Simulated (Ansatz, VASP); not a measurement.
**Two plane-wave programs on Ba4YW**

```
CELL_PARAMETERS angstrom
5.51599 0.00000 0.00000
0.00000 5.51599 0.00000
0.00000 0.00000 7.77828
ATOMIC_POSITIONS crystal
Ba 0.50000 0.00000 0.74904
Ba 0.00000 0.50000 0.25096
Ba 0.50000 0.00000 0.25096
Ba 0.00000 0.50000 0.74904
Y 0.50000 0.50000 0.50000
W 0.00000 0.00000 0.00000
```

Change from the starting cell: species swapped into the Mg4SiGe type (P4/mmm, No. 123).

Alike in both runs: task relaxation of cell and atoms; functional PBE; k mesh 4 × 4 × 2; occupations gaussian, width 0.1 eV; no spin polarisation.

|  | VASP | Ansatz |
| --- | --- | --- |
| version | VASP 6.6.1 | Ansatz 0.2.0 |
| potentials or method | VASP PAW PBE potentials, release 64 (Ba_sv, Y_sv, W_sv), cutoff 600 eV | scalar-relativistic, plane waves, PAW |
| valence electrons in the cell | 65 | 65 |

Ansatz gave:

* gap on the k mesh at the Fermi level, each at its own relaxed structure (eV): none
* relaxed volume (Å³/atom): 47.78
* relaxed length of the cell vector where the two differ most in proportion (Å): 9.471

Question: Which values does VASP return?

Answer: gap on the k mesh at the Fermi level, each at its own relaxed structure (eV): none; relaxed volume (Å³/atom): 48.61; relaxed length of the cell vector where the two differ most in proportion (Å): 9.579.

A gap of «none» marks a metal or a gap that the smearing closes.

The k mesh is coarse, so the values compare programs but aren't converged. Neither program's run includes spin-orbit coupling. Noted on VASP's run: the volume moved by over 15 % at a fixed basis, so the end points are rough.
